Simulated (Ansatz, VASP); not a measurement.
Ti3Al in VASP and in Ansatz

```xyz
4
Lattice="0.0000 3.2945 3.2945 3.2945 0.0000 3.2945 3.2945 3.2945 0.0000" Properties=species:S:1:pos:R:3 pbc="T T T"
Ti    4.9418    4.9418    4.9418
Ti    1.6473    1.6473    1.6473
Ti    0.0000    0.0000    0.0000
Al    3.2945    3.2945    3.2945
```

Alike in both runs: task single point; functional PBEsol; k mesh 12 × 12 × 12; occupations gaussian, width 0.1 eV; collinear spin.

```csv
,VASP,Ansatz
version,VASP 6.6.1,Ansatz 0.2.0
potentials or method,"VASP PAW PBE potentials, release 64 (Ti_sv, Al), cutoff 520 eV","scalar-relativistic, plane waves, PAW"
valence electrons in the cell,39,39
```

```tsv
	VASP	Ansatz	Ansatz less VASP
gap on the k mesh at the Fermi level (eV)	none	none	-
pressure (GPa)	-9.2	-9.2	+0.02
net moment per atom (μB)	0.53	0.53	0.000
size of the moment on the site where the two differ most (μB)	1.02	1.05	+0.031
```

VASP's potentials were made for PBE, not for PBEsol. Site moments also hang on the region over which each program counts them. A gap of «none» marks a metal or a gap that the smearing closes. The functional is the same, so the differences come from potentials, cutoffs and numerics.
